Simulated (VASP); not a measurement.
# PbSe (Pm-3m) in VASP: further runs

PbSe is run at these levels: PBE; tasks: single point.

Program: VASP 6.6.1. These are calculated values, not measurements. Logs are shortened: lines on timing, memory, paths and dates and some standing lists are left out, and cuts for length are marked.

## 1. The cell of the first run

Symmetry: Pm-3m, No. 221, cubic system. Conventional cell: a = 3.784 Å, b = 3.784 Å, c = 3.784 Å, α = 90.00°, β = 90.00°, γ = 90.00°. Within 4.3 Å of Pb (site symmetry m-3m) lie 8 Se at 3.28 Å and 6 Pb at 3.78 Å. Se (site symmetry m-3m) has 8 Pb at 3.28 Å and 6 Se at 3.78 Å within 4.3 Å.

## 2. Single point, PBE

The input, INCAR:

```
PREC = Accurate
ENCUT = 520
EDIFF = 1E-7
ISMEAR = 0
SIGMA = 0.020999999999999998
LREAL = False
LASPH = True
NELM = 80
ALGO = Normal
ISIF = 2
LWAVE = False
LCHARG = False
GGA = PE
NBANDS = 17
```

The input, KPOINTS:

```
regular mesh
0
Gamma
  7 7 7
```

The input, POSCAR:

```
PbSe
1.0
    3.7843220000      0.0000000000      0.0000000000
    0.0000000000      3.7843220000      0.0000000000
    0.0000000000      0.0000000000      3.7843220000
Pb Se
1 1
Direct
    0.0000000000      0.0000000000      0.0000000000
    0.5000000000      0.5000000000      0.5000000000
```

Potentials or basis: VASP PAW PBE potentials, release 64 (Pb_d, Se).

On the command line:

```
cat potpaw_PBE.64/Pb_d/POTCAR potpaw_PBE.64/Se/POTCAR > POTCAR
mpirun -np 1 vasp_std > vasp.out
```

OUTCAR:

```text
PREC = Accurate
   ENCUT = 520
   EDIFF = 1E-7
   ISMEAR = 0
   LREAL = False
   LASPH = True
   NELM = 80
   ISIF = 2
   GGA = PE

 ion  position               nearest neighbor table
   1  0.000  0.000  0.000-   2 3.28   2 3.28   2 3.28   2 3.28   2 3.28   2 3.28   2 3.28   2 3.28

   2  0.500  0.500  0.500-   1 3.28   1 3.28   1 3.28   1 3.28   1 3.28   1 3.28   1 3.28   1 3.28

  LATTYP: Found a simple cubic cell.
 ALAT       =     3.7843220000

  Lattice vectors:

 A1 = (   3.7843220000,   0.0000000000,   0.0000000000)
 A2 = (   0.0000000000,   3.7843220000,   0.0000000000)
 A3 = (   0.0000000000,   0.0000000000,   3.7843220000)

Analysis of symmetry for initial positions (statically):
=====================================================================
 Subroutine PRICEL returns:
 Original cell was already a primitive cell.

 Routine SETGRP: Setting up the symmetry group for a
 simple cubic supercell.

 Subroutine GETGRP returns: Found 48 space group operations
 (whereof 48 operations were pure point group operations)
 out of a pool of 48 trial point group operations.

The static configuration has the point symmetry O_h .

Analysis of symmetry for dynamics (positions and initial velocities):
=====================================================================
 Subroutine PRICEL returns:
 Original cell was already a primitive cell.

 Routine SETGRP: Setting up the symmetry group for a
 simple cubic supercell.

 Subroutine GETGRP returns: Found 48 space group operations
 (whereof 48 operations were pure point group operations)
 out of a pool of 48 trial point group operations.

The dynamic configuration has the point symmetry O_h .

 Subroutine INISYM returns: Found 48 space group operations
 (whereof 48 operations are pure point group operations),
 and found     1 'primitive' translations

----------------------------------------------------------------------------------------

                                     Primitive cell

  volume of cell :      54.1956

  direct lattice vectors                    reciprocal lattice vectors
     3.784322000  0.000000000  0.000000000     0.264248127  0.000000000  0.000000000
     0.000000000  3.784322000  0.000000000     0.000000000  0.264248127  0.000000000
     0.000000000  0.000000000  3.784322000     0.000000000  0.000000000  0.264248127

  length of vectors
     3.784322000  3.784322000  3.784322000     0.264248127  0.264248127  0.264248127

  position of ions in fractional coordinates (direct lattice)
     0.000000000  0.000000000  0.000000000
     0.500000000  0.500000000  0.500000000

  ion indices of the primitive-cell ions
   primitive index   ion index
                 1           1
                 2           2

----------------------------------------------------------------------------------------

 KPOINTS: regular mesh

Automatic generation of k-mesh.
 Grid dimensions read from file:
 generate k-points for:    7    7    7

 Generating k-lattice:

  Cartesian coordinates                     Fractional coordinates (reciprocal lattice)
     0.037749732  0.000000000  0.000000000     0.142857143  0.000000000  0.000000000
     0.000000000  0.037749732  0.000000000     0.000000000  0.142857143  0.000000000
     0.000000000  0.000000000  0.037749732     0.000000000  0.000000000  0.142857143

  Length of vectors
     0.037749732  0.037749732  0.037749732

  Shift w.r.t. Gamma in fractional coordinates (k-lattice)
     0.000000000  0.000000000  0.000000000

 Subroutine IBZKPT returns following result:
 ===========================================

 Found     20 irreducible k-points:

 Following reciprocal coordinates:
            Coordinates               Weight
  0.000000  0.000000  0.000000      1.000000
  0.142857  0.000000  0.000000      6.000000
  0.285714  0.000000  0.000000      6.000000
  0.428571  0.000000  0.000000      6.000000
  0.142857  0.142857  0.000000     12.000000
  0.285714  0.142857  0.000000     24.000000
[... 12 lines left out ...]
  0.428571  0.428571  0.285714     24.000000
  0.428571  0.428571  0.428571      8.000000
   k-points           NKPTS =     20   k-points in BZ     NKDIM =     20   number of bands    NBANDS=     17
   number of dos      NEDOS =    301   number of ions     NIONS =      2
   total plane-waves  NPLWV =  21952
   dimension x,y,z NGX =    28 NGY =   28 NGZ =   28
   dimension x,y,z NGXF=    56 NGYF=   56 NGZF=   56
   ions per type =               1   1
   NGX,Y,Z   is equivalent  to a cutoff of  12.30, 12.30, 12.30 a.u.
   NGXF,Y,Z  is equivalent  to a cutoff of  24.60, 24.60, 24.60 a.u.
 SYSTEM =  unknown system
   PREC   = accura    normal or accurate (medium, high low for compatibility)
   ISTART =      0    job   : 0-new  1-cont  2-samecut
   ICHARG =      2    charge: 1-file 2-atom 10-const
   ISPIN  =      1    spin polarized calculation?
   LNONCOLLINEAR =      F non collinear calculations
   LSORBIT =      F    spin-orbit coupling
   LASPH  =      T    aspherical Exc in radial PAW
   ENCUT  =  520.0 eV  38.22 Ry    6.18 a.u.   7.04  7.04  7.04*2*pi/ulx,y,z
   NELM   =     80;   NELMIN=  2; NELMDL= -5     # of ELM steps
   EDIFF  = 0.1E-06   stopping-criterion for ELM
   LREAL  =      F    real-space projection
   EDIFFG = 0.1E-05   stopping-criterion for IOM
   NSW    =      0    number of steps for IOM
   IBRION =     -1    ionic relax: 0-MD 1-quasi-New 2-CG
   NFREE  =      0    steps in history (QN), initial steepest desc. (CG)
   ISIF   =      2    stress and relaxation
   ISYM   =      2    0-nonsym 1-usesym 2-fastsym
   POTIM  = 0.5000    time-step for ionic-motion
   TEBEG  =    0.0;   TEEND  =   0.0 temperature during run
   PSTRESS=    0.0 pullay stress
   NELECT =      20.0000    total number of electrons
   NUPDOWN=      -1.0000    fix difference up-down
   EMIN   =  10.00;   EMAX   =-10.00  energy-range for DOS
   EFERMI =   0.00;   METHOD = LEGACY
   ISMEAR =     0;   SIGMA  =   0.02  broadening in eV -4-tet -1-fermi 0-gaus
   EFERMI_NEDOS =   21; number of points for ismear=-14 and -15
   IALGO  =     38    algorithm
   IMIX   =      4    mixing-type and parameters
     AMIX     =   0.40;   BMIX     =  1.00
     AMIX_MAG =   1.60;   BMIX_MAG =  1.00
  volume/ion in A,a.u.               =      27.10       182.87
  Fermi-wavevector in a.u.,A,eV,Ry     =   1.174258  2.219025 18.760817  1.378881
  Thomas-Fermi vector in A             =   2.310658
   LORBIT       =      0    0 simple, 1 ext, 2 COOP (PROOUT), +10 PAW based schemes
   GGA     = PE    functional components
   LHFCALC =     F    Hartree Fock is set to
   AEXX    =    0.0000 exact exchange contribution
   IVDW    =     0    specifies the selected vdW correction
   LEPSILON=     F    determine dielectric tensor
   LRPA    =     F    only Hartree local field effects (RPA)
 non-spin polarized calculation
 Gauss-broadening in eV      SIGMA  =   0.02
  energy-cutoff  :      520.00
  volume of cell :       54.20
 maximum number of plane-waves:      1474
   NGX = 15   NGY = 15   NGZ = 15

 number of electron      20.0000009 magnetization

 Free energy of the ion-electron system (eV)
  ---------------------------------------------------
  ext. energy  EPLUGINS =         0.00000000
  ---------------------------------------------------
  free energy    TOTEN  =        -7.71372348 eV

  energy without entropy =       -7.71328354  energy(sigma->0) =       -7.71350351

 E-fermi :   5.2692     XC(G=0):  -9.9566

 val. band max:        5.1965619966   @ k =   0.2857   0.1429   0.1429
 cond. band min:       5.2772820895   @ k =   0.4286   0.4286   0.0000
 fundamental gap:      0.0807200929
 Fermi energy:         5.2692149977

 k-point     1 :       0.0000    0.0000    0.0000
  band No.  band energies     occupation
      1     -11.5873      2.00000
      2     -11.5873      2.00000
      3     -11.4384      2.00000
      4     -11.4384      2.00000
      5     -11.4384      2.00000
      6      -7.8786      2.00000
[... 9 lines left out ...]
     16      16.5761      0.00000
     17      18.1292      0.00000

 k-point     2 :       0.1429    0.0000    0.0000
  band No.  band energies     occupation
      1     -11.5861      2.00000
      2     -11.5656      2.00000
      3     -11.4464      2.00000
      4     -11.4464      2.00000
      5     -11.4377      2.00000
      6      -7.7315      2.00000
[... 9 lines left out ...]
     16      17.2618      0.00000
     17      17.5372      0.00000

 k-point     3 :       0.2857    0.0000    0.0000
  band No.  band energies     occupation
      1     -11.5832      2.00000
      2     -11.5171      2.00000
      3     -11.4643      2.00000
      4     -11.4643      2.00000
      5     -11.4361      2.00000
      6      -7.3378      2.00000
[... 9 lines left out ...]
     16      15.3263      0.00000
     17      17.7170      0.00000

 k-point     4 :       0.4286    0.0000    0.0000
  band No.  band energies     occupation
      1     -11.5810      2.00000
      2     -11.4785      2.00000
      3     -11.4785      2.00000
      4     -11.4784      2.00000
      5     -11.4348      2.00000
      6      -6.9133      2.00000
[... 9 lines left out ...]
     16      17.3572      0.00000
     17      18.3008      0.00000

 k-point     5 :       0.1429    0.1429    0.0000
  band No.  band energies     occupation
      1     -11.5748      2.00000
      2     -11.5538      2.00000
      3     -11.4562      2.00000
      4     -11.4463      2.00000
      5     -11.4448      2.00000
      6      -7.5870      2.00000
[... 9 lines left out ...]
     16      15.9073      0.00000
     17      16.5098      0.00000

 k-point     6 :       0.2857    0.1429    0.0000
  band No.  band energies     occupation
      1     -11.5684      2.00000
      2     -11.5082      2.00000
      3     -11.4781      2.00000
      4     -11.4631      2.00000
      5     -11.4435      2.00000
      6      -7.2044      2.00000
[... 9 lines left out ...]
     16      15.4225      0.00000
     17      16.1941      0.00000

 k-point     7 :       0.4286    0.1429    0.0000
  band No.  band energies     occupation
      1     -11.5657      2.00000
      2     -11.4954      2.00000
      3     -11.4770      2.00000
      4     -11.4695      2.00000
      5     -11.4420      2.00000
      6      -6.8010      2.00000
[... 9 lines left out ...]
     16      16.6380      0.00000
     17      16.8367      0.00000

 k-point     8 :       0.2857    0.2857    0.0000
  band No.  band energies     occupation
      1     -11.5480      2.00000
      2     -11.5084      2.00000
      3     -11.4754      2.00000
      4     -11.4614      2.00000
      5     -11.4591      2.00000
      6      -6.8630      2.00000
[... 9 lines left out ...]
     16      15.1995      0.00000
     17      15.7702      0.00000
[... 123 lines left out ...]
      1     -11.5281      2.00000
      2     -11.5174      2.00000
      3     -11.4856      2.00000
      4     -11.4676      2.00000
      5     -11.4386      2.00000
      6      -6.4508      2.00000
[... 9 lines left out ...]
     16      15.1125      0.00000
     17      17.2705      0.00000

 k-point    16 :       0.4286    0.4286    0.1429
  band No.  band energies     occupation
      1     -11.5539      2.00000
      2     -11.5037      2.00000
      3     -11.4820      2.00000
      4     -11.4813      2.00000
      5     -11.4088      2.00000
      6      -6.2284      2.00000
[... 9 lines left out ...]
     16      15.6251      0.00000
     17      16.9096      0.00000

 k-point    17 :       0.2857    0.2857    0.2857
  band No.  band energies     occupation
      1     -11.5071      2.00000
      2     -11.4907      2.00000
      3     -11.4907      2.00000
      4     -11.4720      2.00000
      5     -11.4720      2.00000
      6      -6.5037      2.00000
[... 9 lines left out ...]
     16      15.2746      0.00000
     17      18.6341      0.00000

 k-point    18 :       0.4286    0.2857    0.2857
  band No.  band energies     occupation
      1     -11.5235      2.00000
      2     -11.5074      2.00000
      3     -11.4888      2.00000
      4     -11.4709      2.00000
      5     -11.4305      2.00000
      6      -6.2697      2.00000
[... 9 lines left out ...]
     16      16.1573      0.00000
     17      19.2762      0.00000

 k-point    19 :       0.4286    0.4286    0.2857
  band No.  band energies     occupation
      1     -11.5386      2.00000
      2     -11.5063      2.00000
      3     -11.5049      2.00000
      4     -11.4499      2.00000
      5     -11.4076      2.00000
      6      -6.1115      2.00000
[... 9 lines left out ...]
     16      17.2964      0.00000
     17      19.7598      0.00000

 k-point    20 :       0.4286    0.4286    0.4286
  band No.  band energies     occupation
      1     -11.5283      2.00000
      2     -11.5237      2.00000
      3     -11.5237      2.00000
      4     -11.4067      2.00000
      5     -11.4067      2.00000
      6      -6.0111      2.00000
[... 9 lines left out ...]
     16      18.3438      0.00000
     17      21.9991      0.00000

------------------------ aborting loop because EDIFF is reached ----------------------------------------

  FORCE on cell =-STRESS in cart. coord.  units (eV):
  Direction    XX          YY          ZZ          XY          YZ          ZX
  --------------------------------------------------------------------------------------
  -------------------------------------------------------------------------------------
  Total       -0.0690525     -0.0690525     -0.0690525      0.0000000      0.0000000     -0.0000000
  in kB       -2.0413874     -2.0413874     -2.0413874      0.0000000      0.0000000     -0.0000000
  external PRESSURE =      -2.0413874 kB  Pullay stress =       0.0000000 kB

 VOLUME and BASIS-vectors are now :
 -----------------------------------------------------------------------------
  energy-cutoff  :      520.00
  volume of cell :       54.20
      direct lattice vectors                 reciprocal lattice vectors
     3.784322000  0.000000000  0.000000000     0.264248127  0.000000000  0.000000000
     0.000000000  3.784322000  0.000000000     0.000000000  0.264248127  0.000000000
     0.000000000  0.000000000  3.784322000     0.000000000  0.000000000  0.264248127

 POSITION                                       TOTAL-FORCE (eV/Angst)
 -----------------------------------------------------------------------------------
      0.00000      0.00000      0.00000         0.000000      0.000000      0.000000
      1.89216      1.89216      1.89216         0.000000      0.000000      0.000000
 -----------------------------------------------------------------------------------
    total drift:                               -0.000000      0.000000     -0.000000

  FREE ENERGIE OF THE ION-ELECTRON SYSTEM (eV)
  ---------------------------------------------------
  free  energy   TOTEN  =        -7.7137234766 eV

  energy  without entropy=       -7.7132835443  energy(sigma->0) =       -7.71350351
```

It took 8.5 s on 1 thread of Intel Xeon Platinum 8559C (Emerald Rapids), shared host; peak memory 0.16 GiB.

Results:

```
Free energy            : -7.7137 eV
Pressure               : -0.2 GPa
Band gap on the k mesh : zero (band 10 reaches 5.29 eV, above the bottom of band 11 at 5.19 eV)
```

Levels at points of the mesh, in eV from the Fermi level:
```csv
k point,band 7,band 8,band 9,band 10,band 11,band 12,band 13,band 14
"(0.00, 0.00, 0.00)",-7.00,-1.43,-1.43,-1.43,5.19,5.19,6.13,6.13
```

Caveat: spin-orbit coupling is left out, which moves the levels of the heavy elements.

## 3. Single point, PBE

The input, INCAR:

```
  ALGO = Normal
  EDIFF = 1E-7
  ENCUT = 520
  GGA = PE
  ISIF = 2
  ISMEAR = 0
  LASPH = True
  LCHARG = True
  LELF = True
  LREAL = False
  LVHAR = True
  LWAVE = False
  NBANDS = 17
  NELM = 80
  PREC = Accurate
  SIGMA = 0.023
```

The input, KPOINTS:

```
k-points
0
Gamma
  7 7 7
```

POSCAR is that of step 2.

Potentials or basis: VASP PAW PBE potentials, release 64 (Pb_d, Se).

On the command line:

```
cat potpaw_PBE.64/Pb_d/POTCAR potpaw_PBE.64/Se/POTCAR > POTCAR
mpirun -np 1 vasp_std > vasp.out
```

Wall time 11 s (1 thread of Intel Xeon Platinum 8559C (Emerald Rapids), shared host); peak memory 0.16 GiB.

It converged, with:

- Free energy: -7.7138 eV
- Pressure: -0.2 GPa
- Band gap on the k mesh: zero (band 10 reaches 5.29 eV, above the bottom of band 11 at 5.19 eV)

Levels at points of the mesh, in eV from the Fermi level:
```
           k point  band 7  band 8  band 9  band 10  band 11  band 12  band 13  band 14
(0.00, 0.00, 0.00)   -7.00   -1.43   -1.43    -1.43     5.19     5.19     6.13     6.13
```

Caveat: spin-orbit coupling is left out, which moves the levels of the heavy elements.

## 4. Single point, PBE

The input, INCAR:

```
SYSTEM = PbSe
PREC     = Accurate       ! precision mode
ENCUT    = 520            ! plane-wave cutoff, eV
EDIFF    = 1E-7           ! SCF threshold, eV
ISMEAR   = 0              ! smearing method
SIGMA    = 0.024          ! smearing width, eV
LREAL    = .False.        ! projectors in reciprocal space
LASPH    = .True.         ! aspherical terms in the spheres
NELM     = 100            ! most SCF steps
ALGO     = Normal         ! electronic algorithm
ISIF     = 2              ! what is computed and relaxed
LWAVE    = .False.        ! write WAVECAR
LCHARG   = .False.        ! write CHGCAR
GGA      = PE             ! functional
NBANDS   = 17             ! bands
```

The input, KPOINTS:

```
Automatic mesh
0
Gamma
  7 7 7
  0 0 0
```

POSCAR is that of step 3.

On the command line:

```
cat potpaw_PBE.64/Pb_d/POTCAR potpaw_PBE.64/Se/POTCAR > POTCAR
mpirun -np 1 vasp_std > vasp.out
```

It took 9 s on 1 thread of Intel Xeon Platinum 8559C (Emerald Rapids), shared host; peak memory 0.16 GiB.

The run converged. Its results:

```yaml
Free_energy: -7.7138 eV
Pressure: -0.2 GPa
Band_gap_on_the_k_mesh: zero (band 10 reaches 5.29 eV, above the bottom of band 11 at 5.19 eV)
```

Levels at points of the mesh, in eV from the Fermi level:
```csv
k point,band 6,band 7,band 8,band 9,band 10,band 11,band 12,band 13,band 14,band 15
"(0.00, 0.00, 0.00)",-13.15,-7.00,-1.43,-1.43,-1.43,5.20,5.20,6.13,6.13,6.13
```

Caveat: spin-orbit coupling is left out, which moves the levels of the heavy elements.

## 5. The runs side by side

```csv
smearing,gap on the mesh (eV),pressure (GPa)
gaussian 0.021 eV,none,-0.2
gaussian 0.023 eV,none,-0.2
gaussian 0.024 eV,none,-0.2
```

Alike in all rows: task single point; level PBE; potentials or basis VASP PAW PBE potentials, release 64 (Pb_d, Se); no spin polarisation; cell as given; k mesh 7 × 7 × 7; cutoff (eV) 520.

Every run on the cell as given and a fine mesh finds a metal.

Caveats: spin-orbit coupling is left out, which moves the levels of the heavy elements.

Absolute energies hang on the potentials; compare differences alone.
